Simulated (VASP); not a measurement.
Here is a VASP 6.6.1 calculation.

The input INCAR:

```
  ALGO = Normal
  EDIFF = 1E-6
  EDIFFG = -0.01
  ENCUT = 600
  GGA = CA
  IBRION = 2
  ISIF = 8
  ISMEAR = 0
  LASPH = T
  LCHARG = F
  LREAL = F
  LWAVE = F
  NELM = 80
  NSW = 60
  PREC = Accurate
  SIGMA = 0.1
```

KPOINTS

```
k-points
0
Gamma
  5 5 5
```

POSCAR

```
SrMg3
1.0
    4.9425300000      0.0000000000      0.0000000000
    0.0000000000      4.9425300000      0.0000000000
    0.0000000000      0.0000000000      4.9425300000
Sr Mg
1 3
Direct
    0.0000000000      0.0000000000      0.0000000000
    0.5000000000      0.5000000000      0.0000000000
    0.5000000000      0.0000000000      0.5000000000
    0.0000000000      0.5000000000      0.5000000000
```

Potentials or basis: VASP PAW LDA potentials, release 64 (Sr_sv, Mg).

Launch:

```console
$ cat potpaw_LDA.64/Sr_sv/POTCAR potpaw_LDA.64/Mg/POTCAR > POTCAR
$ mpirun -np 1 vasp_std > vasp.out
```

(1) Estimate the band gap on the k mesh.

(2) Predict the relaxed volume.

(3) What does it give for the relaxed cell?

## Answers

(1) zero (bands 8 and 9 overlap by 0.76 eV).

(2) 27.98 Å³/atom.

(3) a = 4.819 Å, b = 4.819 Å, c = 4.819 Å, α = 90.00°, β = 90.00°, γ = 90.00°.
